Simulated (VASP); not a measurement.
Set up this calculation in VASP 6.6.1, as the native input.

* Task: single point
* Functional: LDA
* Potentials or basis: VASP PAW LDA potentials, release 64 (Li_sv)
* Cutoff: 750 eV
* k mesh: 5 × 5 × 5
* Occupations: fermi-dirac, width 0.1 eV
* Spin: no spin polarisation
* Dipole correction: no
* Further INCAR settings: ALGO = Normal; EDIFF = 1e-06; NBANDS = 14

The structure of Li lies in POSCAR:

```
Li
1.0
    4.2310495312      0.0000000000      0.0000000000
    0.0000000000      4.2310495312      0.0000000000
    0.0000000000      0.0000000000      4.2310495312
Li
4
Direct
    0.7498469762      0.2501530238      0.7501530238
    0.2498469762      0.2498469762      0.2498469762
    0.2501530238      0.7501530238      0.7498469762
    0.7501530238      0.7498469762      0.2501530238
```

This isn't the form of Li at room conditions, which is bcc.

The input as run:

INCAR

```
ALGO = Normal
EDIFF = 1E-6
ENCUT = 750
GGA_COMPAT = False
ISIF = 2
ISMEAR = -1
LASPH = True
LCHARG = False
LREAL = False
LWAVE = False
NBANDS = 14
NELM = 120
PREC = Accurate
SIGMA = 0.1
```

KPOINTS

```
k-points
0
Gamma
  5 5 5
```

Potentials or basis: VASP PAW LDA potentials, release 64 (Li_sv).

Launch:

```console
$ cat potpaw_LDA.64/Li_sv/POTCAR > POTCAR
$ mpirun -np 1 vasp_std > vasp.out
```

Results of the run:

```yaml
Pressure: -0.1 GPa
Band_gap_on_the_k_mesh: zero (bands 6 and 7 overlap by 1.97 eV)
```

Run time: 12 s on 1 thread of Intel(R) Xeon(R) Platinum 8375C CPU @ 2.90GHz (Ice Lake) (shared host), peak memory 0.18 GiB.
